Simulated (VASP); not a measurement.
Here is a VASP 6.6.1 calculation.

The input INCAR:

```
SYSTEM = MoS2
PREC = Accurate
ENCUT = 520
EDIFF = 1E-6
ISMEAR = 0
SIGMA = 0.05
LREAL = .FALSE.
LASPH = .TRUE.
NELM = 80
ALGO = Normal
ISIF = 2
LWAVE = .FALSE.
LCHARG = .FALSE.
GGA = PE
IVDW = 12
NBANDS = 35
```

KPOINTS

```
Automatic mesh
0
G
  12 12 4
  0 0 0
```

Contents of POSCAR:

```
MoS2
1.0
    3.1493579417      0.0000000000      0.0000000000
   -1.5746789709      2.7274239831      0.0000000000
    0.0000000000      0.0000000000     12.0917670417
Mo S
2 4
Direct
    0.3333333333      0.6666666667      0.2500000000
    0.6666666667      0.3333333333      0.7500000000
    0.3200057392      0.6400114783      0.6254588542
    0.6533390725      0.3066781450      0.1254588542
    0.3466609275      0.6933218550      0.8745411458
    0.6799942608      0.3599885217      0.3745411458
```

Potentials or basis: VASP PAW PBE potentials, release 64 (Mo_sv, S).

Command:

```bash
$ cat potpaw_PBE.64/Mo_sv/POTCAR potpaw_PBE.64/S/POTCAR > POTCAR
$ mpirun -np 1 vasp_std > vasp.out
```

(1) Estimate the band gap on the k mesh.

(2) Predict the largest force.

## Answers

(1) 0.71 eV (least direct gap 1.60 eV).

(2) 1.580 eV/Å.

Caveat: the cell differs from its parent crystal (atoms displaced along several vibrational modes); semilocal functionals underestimate gaps, and a narrow one can read as zero; forces of over 1 eV/Å act on the atoms, so gaps and moduli don't describe the material at rest.
